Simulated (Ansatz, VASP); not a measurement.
# Two plane-wave programs on In2Ge

```xyz
3
Lattice="-1.9101 1.9101 5.0508 1.9101 -1.9101 5.0508 1.9101 1.9101 -5.0508" Properties=species:S:1:pos:R:3 pbc="T T T"
In    0.0000    0.0000    6.6514
In    0.0000    0.0000    3.4503
Ge    0.0000    0.0000    0.0000
```

Alike in both runs: functional PBE; k mesh 16 × 16 × 16; occupations gaussian, width 0.1 eV; no spin polarisation.

Ansatz relaxed the structure, and its values are those at the end. VASP's run is a single point on that final structure, the one shown.

|  | VASP | Ansatz |
| --- | --- | --- |
| version | VASP 6.6.1 | Ansatz 0.2.0 |
| potentials or method | VASP PAW PBE potentials, release 64 (In_d, Ge_d), cutoff 520 eV | scalar-relativistic, plane waves, PAW |
| valence electrons in the cell | 40 | 40 |

|  | VASP | Ansatz | Ansatz less VASP |
| --- | --- | --- | --- |
| gap on the k mesh at the Fermi level (eV) | none | none | - |
| pressure (GPa) | 0.0 | 0.0 | +0.02 |
| rms of the force components (eV/Å) | 0.003 | 0.003 | +0.0004 |

A gap of «none» marks a metal or a gap that the smearing closes.
